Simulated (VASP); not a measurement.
A run of VASP 6.6.1 is set up as follows.

Contents of INCAR:

```
SYSTEM = ZnS
PREC = Accurate
ENCUT = 500
EDIFF = 1E-6
ISMEAR = 0
SIGMA = 0.02
LREAL = .False.
LASPH = .True.
NELM = 120
ALGO = Normal
ISIF = 2
LWAVE = .False.
LCHARG = .False.
GGA = RE
NBANDS = 16
GGA_COMPAT = .False.
```

File KPOINTS:

```
regular mesh
0
Gamma
  8 8 8
  0 0 0
```

The input POSCAR:

```
ZnS
1.0
    0.0000000000      2.6942020188      2.6942020188
    2.6942020188      0.0000000000      2.6942020188
    2.6942020188      2.6942020188      0.0000000000
Zn S
1 1
Direct
    0.0000000000      0.0000000000      0.0000000000
    0.7500000000      0.7500000000      0.7500000000
```

Potentials or basis: VASP PAW PBE potentials, release 64 (Zn, S).

Launch:

```console
$ cat potpaw_PBE.64/Zn/POTCAR potpaw_PBE.64/S/POTCAR > POTCAR
$ mpirun -np 1 vasp_std > vasp.out
```

(1) Predict the pressure.

(2) What does it give for the band gap on the k mesh?

Answers

(1) 4.3 GPa.

(2) 2.27 eV.

Caveat: the cell stands under pressure; the PAW data sets were made with another functional, which shifts forces and pressure a little.
